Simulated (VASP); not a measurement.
# GaSb (F-43m) in VASP: notebook, part 2 of 2

VASP 6.6.1. Earlier steps stand in the parts before.

## (3) Single point, PBE-based screened hybrid with 25 % exact exchange

This run uses another cell than the first one, of 26.91 Å³/atom.

Input file POSCAR:

```
GaSb
1.0
    0.0000000000      2.9965539066      2.9965539066
    2.9965539066      0.0000000000      2.9965539066
    2.9965539066      2.9965539066      0.0000000000
Sb Ga
1 1
Direct
    0.7500000000      0.7500000000      0.7500000000
    0.0000000000      0.0000000000      0.0000000000
```

Input file INCAR.step1:

```
ALGO = Normal
EDIFF = 1E-5
ENCUT = 520
GGA = PE
ISIF = 2
ISMEAR = -1
LASPH = T
LCHARG = F
LREAL = F
LWAVE = T
NBANDS = 16
NELM = 80
PREC = Accurate
SIGMA = 0.05
```

Input file INCAR.step2:

```
AEXX = 0.25
ALGO = Normal
EDIFF = 1E-7
ENCUT = 520
GGA = PE
HFSCREEN = 0.3
ISIF = 2
ISMEAR = -1
ISTART = 1
LASPH = T
LCHARG = F
LHFCALC = T
LREAL = F
LWAVE = F
NBANDS = 16
NELM = 80
PREC = Accurate
PRECFOCK = Normal
SIGMA = 0.05
```

Input file KPOINTS:

```
k-points
0
Gamma
  4 4 4
```

Potentials or basis: VASP PAW PBE potentials, release 64 (Sb, Ga_d).

Launch:

```
> cat potpaw_PBE.64/Sb/POTCAR potpaw_PBE.64/Ga_d/POTCAR > POTCAR
> cp INCAR.step1 INCAR
> mpirun -np 1 vasp_std > vasp.out
> cp INCAR.step2 INCAR
> mpirun -np 1 vasp_std > vasp.out
```

Wall time 25 min (1 thread of AMD EPYC 7R43 (Zen 3), shared host); peak memory 0.25 GiB.

The run converged. Its results:

```
Free energy            : -8.4260 eV
Pressure               : 4.6 GPa
Band gap on the k mesh : 1.11 eV (least direct gap 1.24 eV)
```

Levels at points of the mesh, in eV from the valence-band top:
```tsv
k point	band 5	band 6	band 7	band 8	band 9	band 10	band 11	band 12	band 13	band 14
(0.00, 0.00, 0.00)	-17.60	-12.89	0.00	0.00	0.00	1.24	3.31	3.31	3.31	6.59
(0.50, 0.00, 0.00)	-17.60	-10.93	-7.13	-1.33	-1.33	1.11	4.31	4.31	7.10	10.62
(0.50, 0.50, 0.00)	-17.60	-9.90	-7.58	-2.98	-2.98	1.29	1.57	10.12	10.12	11.63
```

Caveat: the k points lie up to 0.45 Å⁻¹ apart; the PAW data sets were made with another functional, which shifts forces and pressure a little; spin-orbit coupling is left out, which moves the levels of the heavy elements. A k mesh can miss the band edges.

## (4) Single point, PBE-based screened hybrid with 25 % exact exchange

This run uses another cell than the first one, of 27.48 Å³/atom.

Input file POSCAR:

```
GaSb
1.0
    0.0000000000      3.0176570942      3.0176570942
    3.0176570942      0.0000000000      3.0176570942
    3.0176570942      3.0176570942      0.0000000000
Sb Ga
1 1
Direct
    0.7500000000      0.7500000000      0.7500000000
    0.0000000000      0.0000000000      0.0000000000
```

Input file INCAR.step1:

```
PREC = Accurate ; ENCUT = 520
EDIFF = 1E-5 ; ISMEAR = -1
SIGMA = 0.05 ; LREAL = F
LASPH = T ; NELM = 100
ALGO = Normal ; ISIF = 2
LWAVE = T ; LCHARG = F
GGA = PE ; NBANDS = 16
```

Input file INCAR.step2:

```
PREC = Accurate ; ENCUT = 520
EDIFF = 1E-6 ; ISMEAR = -1
SIGMA = 0.05 ; LREAL = F
LASPH = T ; NELM = 100
ALGO = Normal ; ISIF = 2
LWAVE = F ; LCHARG = F
GGA = PE ; LHFCALC = T
AEXX = 0.25 ; HFSCREEN = 0.3
PRECFOCK = Normal ; ISTART = 1
NBANDS = 16
```

Input file KPOINTS:

```
regular mesh
0
Gamma
  4 4 4
```

Potentials or basis: VASP PAW PBE potentials, release 64 (Sb, Ga_d).

Launch:

```
> cat potpaw_PBE.64/Sb/POTCAR potpaw_PBE.64/Ga_d/POTCAR > POTCAR
> cp INCAR.step1 INCAR
> mpirun -np 1 vasp_std > vasp.out
> cp INCAR.step2 INCAR
> mpirun -np 1 vasp_std > vasp.out
```

OUTCAR:

```text
PREC = Accurate
   ENCUT = 520
   EDIFF = 1E-6
   ISMEAR = -1
   LREAL = F
   LASPH = T
   NELM = 100
   ISIF = 2
   GGA = PE
   LHFCALC = T
   AEXX = 0.25
   HFSCREEN = 0.3
   PRECFOCK = Normal
   ISTART = 1

 ion  position               nearest neighbor table
   1  0.750  0.750  0.750-   2 2.61   2 2.61   2 2.61   2 2.61
   2  0.000  0.000  0.000-   1 2.61   1 2.61   1 2.61   1 2.61

  LATTYP: Found a face centered cubic cell.
[... 329 lines left out ...]
     16      17.5207      0.00000

------------------------ aborting loop because EDIFF is reached ----------------------------------------

  FORCE on cell =-STRESS in cart. coord.  units (eV):
  Direction    XX          YY          ZZ          XY          YZ          ZX
  --------------------------------------------------------------------------------------
  -------------------------------------------------------------------------------------
  Total        1.0834682      1.0834682      1.0834682     -0.0000000      0.0000000      0.0000000
  in kB       31.5854524     31.5854524     31.5854524     -0.0000000      0.0000000      0.0000000
  external PRESSURE =      31.5854524 kB  Pullay stress =       0.0000000 kB

 VOLUME and BASIS-vectors are now :
 -----------------------------------------------------------------------------
  energy-cutoff  :      520.00
  volume of cell :       54.96
      direct lattice vectors                 reciprocal lattice vectors
     0.000000000  3.017657094  3.017657094    -0.165691457  0.165691457  0.165691457
     3.017657094  0.000000000  3.017657094     0.165691457 -0.165691457  0.165691457
     3.017657094  3.017657094  0.000000000     0.165691457  0.165691457 -0.165691457

 POSITION                                       TOTAL-FORCE (eV/Angst)
 -----------------------------------------------------------------------------------
      4.52649      4.52649      4.52649        -0.000000     -0.000000     -0.000000
      0.00000      0.00000      0.00000         0.000000      0.000000      0.000000
 -----------------------------------------------------------------------------------
    total drift:                                0.000050      0.000066      0.000024

  FREE ENERGIE OF THE ION-ELECTRON SYSTEM (eV)
  ---------------------------------------------------
  free  energy   TOTEN  =        -8.4536331667 eV

  energy  without entropy=       -8.4536294261  energy(sigma->0) =       -8.45363130
```

It took 17 min on 1 thread of AMD EPYC 7R43 (Zen 3), shared host; peak memory 0.26 GiB.

Results:

* Free energy: -8.4536 eV
* Pressure: 3.2 GPa
* Band gap on the k mesh: 1.05 eV (least direct gap 1.07 eV)

Caveat: the k points lie up to 0.45 Å⁻¹ apart; the PAW data sets were made with another functional, which shifts forces and pressure a little; spin-orbit coupling is left out, which moves the levels of the heavy elements.

## (5) Single point, PBE-based screened hybrid with 25 % exact exchange

This run uses another cell than the first one, of 28.05 Å³/atom.

Input file POSCAR:

```
GaSb
1.0
    0.0000000000      3.0384691801      3.0384691801
    3.0384691801      0.0000000000      3.0384691801
    3.0384691801      3.0384691801      0.0000000000
Sb Ga
1 1
Direct
    0.7500000000      0.7500000000      0.7500000000
    0.0000000000      0.0000000000      0.0000000000
```

Input file INCAR.step1:

```
SYSTEM = GaSb
PREC = Accurate
ENCUT = 520
EDIFF = 1E-5
ISMEAR = -1
SIGMA = 0.05
LREAL = .FALSE.
LASPH = .TRUE.
NELM = 80
ALGO = Normal
ISIF = 2
LWAVE = .TRUE.
LCHARG = .FALSE.
GGA = PE
NBANDS = 16
```

Input file INCAR.step2:

```
SYSTEM = GaSb
PREC = Accurate
ENCUT = 520
EDIFF = 1E-7
ISMEAR = -1
SIGMA = 0.05
LREAL = .FALSE.
LASPH = .TRUE.
NELM = 80
ALGO = Normal
ISIF = 2
LWAVE = .FALSE.
LCHARG = .FALSE.
GGA = PE
LHFCALC = .TRUE.
AEXX = 0.25
HFSCREEN = 0.3
PRECFOCK = Normal
ISTART = 1
NBANDS = 16
```

Input file KPOINTS:

```
regular mesh
0
G
  4 4 4
  0 0 0
```

Launch:

```
> cat potpaw_PBE.64/Sb/POTCAR potpaw_PBE.64/Ga_d/POTCAR > POTCAR
> cp INCAR.step1 INCAR
> mpirun -np 1 vasp_std > vasp.out
> cp INCAR.step2 INCAR
> mpirun -np 1 vasp_std > vasp.out
```

It took 18 min on 1 thread of AMD EPYC 7R43 (Zen 3), shared host; peak memory 0.25 GiB.

The run converged. Its results:

```yaml
Free_energy: -8.4711 eV
Pressure: 1.8 GPa
Band_gap_on_the_k_mesh: 0.90 eV
```

Levels at points of the mesh, in eV from the valence-band top:
```csv
k point,band 6,band 7,band 8,band 9,band 10,band 11,band 12,band 13
"(0.00, 0.00, 0.00)",-12.56,0.00,0.00,0.00,0.90,3.32,3.32,3.32
"(0.50, 0.00, 0.00)",-10.72,-6.89,-1.25,-1.25,1.00,4.31,4.31,7.13
"(0.50, 0.50, 0.00)",-9.76,-7.37,-2.81,-2.81,1.34,1.65,9.82,9.82
```

Caveat: the k points lie up to 0.45 Å⁻¹ apart; the PAW data sets were made with another functional, which shifts forces and pressure a little; spin-orbit coupling is left out, which moves the levels of the heavy elements. A k mesh can miss the band edges.

## (6) The runs side by side

```csv
task,level,cell,k mesh,cutoff (eV),grid for exact exchange (PRECFOCK),share of exact exchange,screening parameter,gap on the mesh (eV),pressure (GPa)
relaxation of cell and atoms,r2SCAN,"relaxed from a = 4.326 Å, angles 60.0°, 2 atoms",8 × 8 × 8,600,-,-,-,0.39,0.0
single point,PBE-based screened hybrid with 25 % exact exchange,"a = 4.238 Å, angles 60.0°, 2 atoms",4 × 4 × 4,520,Normal,0.25,0.3 1/Å,1.11,4.6
single point,PBE-based screened hybrid with 25 % exact exchange,"a = 4.268 Å, angles 60.0°, 2 atoms",4 × 4 × 4,520,Normal,0.25,0.3 1/Å,1.05,3.2
single point,PBE-based screened hybrid with 25 % exact exchange,"a = 4.297 Å, angles 60.0°, 2 atoms",4 × 4 × 4,520,Normal,0.25,0.3 1/Å,0.90,1.8
```

Alike in all rows: potentials or basis VASP PAW PBE potentials, release 64 (Sb, Ga_d); no spin polarisation; smearing fermi-dirac 0.05 eV.

Caveats: some runs use coarse meshes; the PAW data sets were made with another functional, which shifts forces and pressure a little; spin-orbit coupling is left out, which moves the levels of the heavy elements.

Absolute energies hang on the potentials; compare differences alone.
